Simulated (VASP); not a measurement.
# Ag in VASP: a series of runs

Runs on Ag. Level: PBE. Tasks: single point.

All numbers are computed with VASP 6.6.1; they aren't measurements. Logs are shortened: lines on timing, memory, paths and dates and some standing lists are left out, and cuts for length are marked.

**1. The cell of the first run**

The typed cell holds 1 atom: a = 2.750 Å, b = 2.750 Å, c = 2.750 Å, α = 90.00°, β = 90.00°, γ = 90.00°.

This isn't the form of Ag at room conditions, which is fcc.

**2. Single point, PBE**

The input, INCAR:

```
PREC = Accurate
ENCUT = 520
EDIFF = 1E-6
ISMEAR = 0
SIGMA = 0.1
LREAL = False
LASPH = True
NELM = 60
ALGO = Fast
ISIF = 2
LWAVE = False
LCHARG = False
GGA = PE
NBANDS = 12
```

The input, KPOINTS:

```
Automatic mesh
0
Gamma
  20 20 20
```

The input, POSCAR:

```
Ag
1.0
    2.7503059244      0.0000000000      0.0000000000
    0.0000000000      2.7503059244      0.0000000000
    0.0000000000      0.0000000000      2.7500828121
Ag
1
Direct
    0.0000000000      0.0000000000      0.0000000000
```

Potentials or basis: VASP PAW PBE potentials, release 64 (Ag).

On the command line:

```sh
cat potpaw_PBE.64/Ag/POTCAR > POTCAR
mpirun -np 1 vasp_std > vasp.out
```

OUTCAR:

```text
PREC = Accurate
   ENCUT = 520
   EDIFF = 1E-6
   ISMEAR = 0
   LREAL = False
   LASPH = True
   NELM = 60
   ISIF = 2
   GGA = PE

 ion  position               nearest neighbor table
   1  0.000  0.000  0.000-

  LATTYP: Found a simple tetragonal cell.
 ALAT       =     2.7503059244
 C/A-ratio  =     0.9999188773

  Lattice vectors:

 A1 = (   2.7503059244,   0.0000000000,   0.0000000000)
 A2 = (   0.0000000000,   2.7503059244,   0.0000000000)
 A3 = (   0.0000000000,   0.0000000000,   2.7500828121)

Analysis of symmetry for initial positions (statically):
=====================================================================
 Subroutine PRICEL returns:
 Original cell was already a primitive cell.

 Routine SETGRP: Setting up the symmetry group for a
 simple tetragonal supercell.

 Subroutine GETGRP returns: Found 16 space group operations
 (whereof 16 operations were pure point group operations)
 out of a pool of 16 trial point group operations.

The static configuration has the point symmetry D_4h.

Analysis of symmetry for dynamics (positions and initial velocities):
=====================================================================
 Subroutine PRICEL returns:
 Original cell was already a primitive cell.

 Routine SETGRP: Setting up the symmetry group for a
 simple tetragonal supercell.

 Subroutine GETGRP returns: Found 16 space group operations
 (whereof 16 operations were pure point group operations)
 out of a pool of 16 trial point group operations.

The dynamic configuration has the point symmetry D_4h.

 Subroutine INISYM returns: Found 16 space group operations
 (whereof 16 operations are pure point group operations),
 and found     1 'primitive' translations

----------------------------------------------------------------------------------------

                                     Primitive cell

  volume of cell :      20.8021

  direct lattice vectors                    reciprocal lattice vectors
     2.750305924  0.000000000  0.000000000     0.363595915  0.000000000  0.000000000
     0.000000000  2.750305924  0.000000000     0.000000000  0.363595915  0.000000000
     0.000000000  0.000000000  2.750082812     0.000000000  0.000000000  0.363625414

  length of vectors
     2.750305924  2.750305924  2.750082812     0.363595915  0.363595915  0.363625414

  position of ions in fractional coordinates (direct lattice)
     0.000000000  0.000000000  0.000000000

  ion indices of the primitive-cell ions
   primitive index   ion index
                 1           1

----------------------------------------------------------------------------------------

 KPOINTS: Automatic mesh

Automatic generation of k-mesh.
 Grid dimensions read from file:
 generate k-points for:   20   20   20

 Generating k-lattice:

  Cartesian coordinates                     Fractional coordinates (reciprocal lattice)
     0.018179796  0.000000000  0.000000000     0.050000000  0.000000000  0.000000000
     0.000000000  0.018179796  0.000000000     0.000000000  0.050000000  0.000000000
     0.000000000  0.000000000  0.018181271     0.000000000  0.000000000  0.050000000

  Length of vectors
     0.018179796  0.018179796  0.018181271

  Shift w.r.t. Gamma in fractional coordinates (k-lattice)
     0.000000000  0.000000000  0.000000000

 Subroutine IBZKPT returns following result:
 ===========================================

 Found    726 irreducible k-points:

 Following reciprocal coordinates:
            Coordinates               Weight
  0.000000  0.000000  0.000000      1.000000
  0.050000  0.000000  0.000000      4.000000
  0.100000  0.000000  0.000000      4.000000
  0.150000  0.000000  0.000000      4.000000
  0.200000  0.000000  0.000000      4.000000
  0.250000  0.000000  0.000000      4.000000
[... 16 lines left out ...]
  0.150000  0.100000  0.000000      8.000000
  0.200000  0.100000  0.000000      8.000000
 [... further k-points ...]
   k-points           NKPTS =    726   k-points in BZ     NKDIM =    726   number of bands    NBANDS=     12
   number of dos      NEDOS =    301   number of ions     NIONS =      1
   total plane-waves  NPLWV =   8000
   dimension x,y,z NGX =    20 NGY =   20 NGZ =   20
   dimension x,y,z NGXF=    40 NGYF=   40 NGZF=   40
   ions per type =               1
   NGX,Y,Z   is equivalent  to a cutoff of  12.09, 12.09, 12.09 a.u.
   NGXF,Y,Z  is equivalent  to a cutoff of  24.18, 24.18, 24.18 a.u.
 SYSTEM =  unknown system
   PREC   = accura    normal or accurate (medium, high low for compatibility)
   ISTART =      0    job   : 0-new  1-cont  2-samecut
   ICHARG =      2    charge: 1-file 2-atom 10-const
   ISPIN  =      1    spin polarized calculation?
   LNONCOLLINEAR =      F non collinear calculations
   LSORBIT =      F    spin-orbit coupling
   LASPH  =      T    aspherical Exc in radial PAW
   ENCUT  =  520.0 eV  38.22 Ry    6.18 a.u.   5.11  5.11  5.11*2*pi/ulx,y,z
   NELM   =     60;   NELMIN=  2; NELMDL= -5     # of ELM steps
   EDIFF  = 0.1E-05   stopping-criterion for ELM
   LREAL  =      F    real-space projection
   EDIFFG = 0.1E-04   stopping-criterion for IOM
   NSW    =      0    number of steps for IOM
   IBRION =     -1    ionic relax: 0-MD 1-quasi-New 2-CG
   NFREE  =      0    steps in history (QN), initial steepest desc. (CG)
   ISIF   =      2    stress and relaxation
   ISYM   =      2    0-nonsym 1-usesym 2-fastsym
   POTIM  = 0.5000    time-step for ionic-motion
   TEBEG  =    0.0;   TEEND  =   0.0 temperature during run
   PSTRESS=    0.0 pullay stress
   NELECT =      11.0000    total number of electrons
   NUPDOWN=      -1.0000    fix difference up-down
   EMIN   =  10.00;   EMAX   =-10.00  energy-range for DOS
   EFERMI =   0.00;   METHOD = LEGACY
   ISMEAR =     0;   SIGMA  =   0.10  broadening in eV -4-tet -1-fermi 0-gaus
   EFERMI_NEDOS =   21; number of points for ismear=-14 and -15
   IALGO  =     68    algorithm
   IMIX   =      4    mixing-type and parameters
     AMIX     =   0.40;   BMIX     =  1.00
     AMIX_MAG =   1.60;   BMIX_MAG =  1.00
  volume/ion in A,a.u.               =      20.80       140.38
  Fermi-wavevector in a.u.,A,eV,Ry     =   1.323843  2.501700 23.845028  1.752560
  Thomas-Fermi vector in A             =   2.453421
   LORBIT       =      0    0 simple, 1 ext, 2 COOP (PROOUT), +10 PAW based schemes
   GGA     = PE    functional components
   LHFCALC =     F    Hartree Fock is set to
   AEXX    =    0.0000 exact exchange contribution
   IVDW    =     0    specifies the selected vdW correction
   LEPSILON=     F    determine dielectric tensor
   LRPA    =     F    only Hartree local field effects (RPA)
 non-spin polarized calculation
 RMM-DIIS sequential band-by-band and
 Gauss-broadening in eV      SIGMA  =   0.10
  energy-cutoff  :      520.00
  volume of cell :       20.80
 maximum number of plane-waves:       587
   NGX = 11   NGY = 11   NGZ = 11

 number of electron      11.0000012 magnetization

 Free energy of the ion-electron system (eV)
  ---------------------------------------------------
  ext. energy  EPLUGINS =         0.00000000
  ---------------------------------------------------
  free energy    TOTEN  =        -2.38786875 eV

  energy without entropy =       -2.38636333  energy(sigma->0) =       -2.38711604

 E-fermi :   5.9433     XC(G=0): -10.9717

 val. band max:        5.8583903460   @ k =   0.1000   0.0000   0.5000
 cond. band min:       5.9543298325   @ k =   0.3500   0.2500   0.2500
 fundamental gap:      0.0959394865
 Fermi energy:         5.9432660093

 k-point     1 :       0.0000    0.0000    0.0000
  band No.  band energies     occupation
      1      -0.4440      2.00000
      2       0.2147      2.00000
      3       0.2151      2.00000
      4       3.1081      2.00000
      5       3.1083      2.00000
      6       3.1083      2.00000
      7      19.8133      0.00000
      8      19.8133      0.00000
      9      19.8166      0.00000
     10      24.8664      0.00000
     11      24.8684      0.00000
     12      25.2757      0.00000

 k-point     2 :       0.0500    0.0000    0.0000
  band No.  band energies     occupation
      1      -0.3885      2.00000
      2       0.2217      2.00000
      3       0.2512      2.00000
      4       3.0828      2.00000
      5       3.0831      2.00000
      6       3.1104      2.00000
      7      19.2125      0.00000
      8      19.8973      0.00000
      9      19.9005      0.00000
     10      24.8199      0.00000
     11      25.0451      0.00000
     12      25.7753      0.00000

 k-point     3 :       0.1000    0.0000    0.0000
  band No.  band energies     occupation
      1      -0.2368      2.00000
      2       0.2418      2.00000
      3       0.3719      2.00000
      4       3.0102      2.00000
      5       3.0105      2.00000
      6       3.1164      2.00000
      7      17.9083      0.00000
      8      20.1450      0.00000
      9      20.1482      0.00000
     10      24.6801      0.00000
     11      25.0920      0.00000
     12      27.2589      0.00000

 k-point     4 :       0.1500    0.0000    0.0000
  band No.  band energies     occupation
      1      -0.0373      2.00000
      2       0.2732      2.00000
      3       0.6179      2.00000
      4       2.8994      2.00000
      5       2.8996      2.00000
      6       3.1258      2.00000
      7      16.4029      0.00000
      8      20.5448      0.00000
      9      20.5480      0.00000
     10      24.4607      0.00000
     11      25.1031      0.00000
     12      29.1155      0.00000

 k-point     5 :       0.2000    0.0000    0.0000
  band No.  band energies     occupation
      1       0.1541      2.00000
      2       0.3131      2.00000
      3       1.0320      2.00000
      4       2.7634      2.00000
      5       2.7637      2.00000
      6       3.1377      2.00000
      7      14.8678      0.00000
      8      21.0791      0.00000
      9      21.0823      0.00000
     10      24.1827      0.00000
     11      25.0959      0.00000
     12      31.1311      0.00000

 k-point     6 :       0.2500    0.0000    0.0000
  band No.  band energies     occupation
      1       0.3233      2.00000
      2       0.3579      2.00000
      3       1.6104      2.00000
      4       2.6171      2.00000
      5       2.6175      2.00000
      6       3.1508      2.00000
      7      13.3608      0.00000
      8      21.7255      0.00000
      9      21.7287      0.00000
     10      23.8742      0.00000
     11      25.0632      0.00000
     12      31.9395      0.00000

 k-point     7 :       0.3000    0.0000    0.0000
  band No.  band energies     occupation
      1       0.4031      2.00000
      2       0.4751      2.00000
      3       2.3250      2.00000
      4       2.4753      2.00000
      5       2.4756      2.00000
      6       3.1640      2.00000
      7      11.9065      0.00000
      8      22.4572      0.00000
      9      22.4604      0.00000
     10      23.5669      0.00000
     11      24.9984      0.00000
     12      31.7013      0.00000

 k-point     8 :       0.3500    0.0000    0.0000
  band No.  band energies     occupation
      1       0.4443      2.00000
      2       0.6073      2.00000
      3       2.3508      2.00000
      4       2.3511      2.00000
      5       3.1484      2.00000
      6       3.1759      2.00000
      7      10.5217      0.00000
      8      23.2387      0.00000
      9      23.2419      0.00000
     10      23.2919      0.00000
     11      24.9054      0.00000
     12      30.7693      0.00000
[... 166 lines left out ...]
 k-point    20 :       0.4500    0.0500    0.0000
  band No.  band energies     occupation
      1       0.5250      2.00000
      2       0.8252      2.00000
      3       2.1104      2.00000
      4       2.1974      2.00000
      5       3.1688      2.00000
      6       5.0329      2.00000
      7       8.1451      0.00000
      8      22.7422      0.00000
      9      23.9930      0.00000
     10      24.7610      0.00000
     11      24.8308      0.00000
     12      29.1137      0.00000

 k-point    21 :       0.5000    0.0500    0.0000
  band No.  band energies     occupation
      1       0.5326      2.00000
      2       0.8487      2.00000
      3       2.0902      2.00000
      4       2.1766      2.00000
      5       3.1709      2.00000
      6       5.5436      2.00000
      7       7.5562      0.00000
      8      22.7660      0.00000
      9      24.4182      0.00000
     10      24.4391      0.00000
     11      25.0418      0.00000
     12      28.7972      0.00000

 k-point    22 :       0.1000    0.1000    0.0000
  band No.  band energies     occupation
      1      -0.0295      2.00000
      2       0.3528      2.00000
      3       0.4391      2.00000
      4       2.9145      2.00000
      5       3.0071      2.00000
      6       3.0319      2.00000
      7      18.1505      0.00000
      8      18.2115      0.00000
      9      20.4801      0.00000
     10      24.7673      0.00000
     11      26.7644      0.00000
     12      27.5911      0.00000

 k-point    23 :       0.1500    0.1000    0.0000
  band No.  band energies     occupation
      1       0.1450      2.00000
      2       0.4249      2.00000
      3       0.6595      2.00000
      4       2.8102      2.00000
      5       2.9074      2.00000
      6       3.0323      2.00000
      7      16.6573      0.00000
      8      18.5101      0.00000
      9      20.8804      0.00000
     10      24.6634      0.00000
     11      27.0117      0.00000
     12      29.0162      0.00000

 k-point    24 :       0.2000    0.1000    0.0000
  band No.  band energies     occupation
      1       0.2838      2.00000
      2       0.4944      2.00000
      3       1.0725      2.00000
      4       2.6951      2.00000
      5       2.7736      2.00000
      6       3.0446      2.00000
      7      15.1126      0.00000
      8      18.9427      0.00000
      9      21.4157      0.00000
     10      24.4992      0.00000
     11      26.9374      0.00000
     12      30.2586      0.00000

 [... further k-points ...]
[... 5 lines left out ...]
  --------------------------------------------------------------------------------------
  -------------------------------------------------------------------------------------
  Total       -0.0109629     -0.0109629     -0.0091788      0.0000000     -0.0000000     -0.0000000
  in kB       -0.8443626     -0.8443626     -0.7069523      0.0000000     -0.0000000     -0.0000000
  external PRESSURE =      -0.7985591 kB  Pullay stress =       0.0000000 kB

 VOLUME and BASIS-vectors are now :
 -----------------------------------------------------------------------------
  energy-cutoff  :      520.00
  volume of cell :       20.80
      direct lattice vectors                 reciprocal lattice vectors
     2.750305924  0.000000000  0.000000000     0.363595915  0.000000000  0.000000000
     0.000000000  2.750305924  0.000000000     0.000000000  0.363595915  0.000000000
     0.000000000  0.000000000  2.750082812     0.000000000  0.000000000  0.363625414

 POSITION                                       TOTAL-FORCE (eV/Angst)
 -----------------------------------------------------------------------------------
      0.00000      0.00000      0.00000         0.000000      0.000000      0.000000
 -----------------------------------------------------------------------------------
    total drift:                               -0.000000      0.000000      0.000000

  FREE ENERGIE OF THE ION-ELECTRON SYSTEM (eV)
  ---------------------------------------------------
  free  energy   TOTEN  =        -2.3878687514 eV

  energy  without entropy=       -2.3863633261  energy(sigma->0) =       -2.38711604
```

Run time: 79 s. Hardware: 1 thread of Intel Xeon Platinum 8259CL at 2.50GHz (Skylake/Cascade Lake), shared host; peak memory 0.27 GiB.

Results:

```
Free energy            : -2.3879 eV
Pressure               : -0.1 GPa
Band gap on the k mesh : zero (an odd number of electrons rules out a gap without spin polarisation)
```

Levels at points of the mesh, in eV from the Fermi level:
```tsv
k point	band 2	band 3	band 4	band 5	band 6	band 7	band 8	band 9
(0.00, 0.00, 0.00)	-5.73	-5.73	-2.84	-2.83	-2.83	13.87	13.87	13.87
(0.50, 0.00, 0.00)	-5.14	-3.77	-3.77	-2.75	-0.51	1.60	16.95	18.75
(0.50, 0.50, 0.00)	-4.97	-3.60	-3.60	-2.09	3.81	3.81	7.29	9.42
(0.00, 0.00, 0.50)	-5.14	-3.77	-3.77	-2.75	-0.51	1.60	16.95	18.75
(0.50, 0.00, 0.50)	-4.97	-3.60	-3.60	-2.08	3.81	3.81	7.30	9.42
(0.50, 0.50, 0.50)	-5.19	-5.19	-2.03	-2.03	8.38	8.38	8.38	10.15
```

**3. Single point, PBE**

This run uses another cell than the first one, of 18.18 Å³/atom.

The input, INCAR:

```
SYSTEM = Ag
ALGO = Fast ; EDIFF = 1E-6
ENCUT = 520 ; GGA = PE
ISIF = 2 ; ISMEAR = 0
LASPH = .True. ; LCHARG = .False.
LREAL = .False. ; LWAVE = .False.
NBANDS = 12 ; NELM = 60
PREC = Accurate ; SIGMA = 0.1
```

The input, KPOINTS:

```
k-points
0
Gamma
  6 6 6
  0 0 0
```

The input, POSCAR:

```
Ag
1.0
    2.6295146812      0.0000000000      0.0000000000
    0.0000000000      2.6295146812      0.0000000000
    0.0000000000      0.0000000000      2.6295146812
Ag
1
Direct
    0.0000000000      0.0000000000      0.0000000000
```

Potentials or basis: VASP PAW PBE potentials, release 64 (Ag).

On the command line:

```sh
cat potpaw_PBE.64/Ag/POTCAR > POTCAR
mpirun -np 1 vasp_std > vasp.out
```

Run time: 7.1 s. Hardware: 1 thread of Intel Xeon 8259CL, shared host; peak memory 0.12 GiB.

Results (log left out):

```yaml
Free_energy: -2.2927 eV
Pressure: 13.6 GPa
Band_gap_on_the_k_mesh: zero (an odd number of electrons rules out a gap without spin polarisation)
```

Levels at points of the mesh, in eV from the Fermi level:
| k point | band 3 | band 4 | band 5 | band 6 | band 7 | band 8 |
| --- | --- | --- | --- | --- | --- | --- |
| (0.00, 0.00, 0.00) | -6.51 | -2.88 | -2.88 | -2.88 | 14.80 | 14.80 |
| (0.50, 0.00, 0.00) | -4.08 | -4.08 | -2.77 | -0.99 | 2.12 | 17.40 |
| (0.50, 0.50, 0.00) | -3.86 | -3.86 | -1.94 | 3.89 | 3.89 | 8.63 |
| (0.50, 0.50, 0.50) | -5.89 | -1.87 | -1.87 | 9.15 | 9.15 | 9.15 |

Caveat: the k points lie up to 0.40 Å⁻¹ apart, too coarse for converged energies and pressures of a metal.

The gap in the log of VASP goes by the Fermi energy; the results here count the filled bands.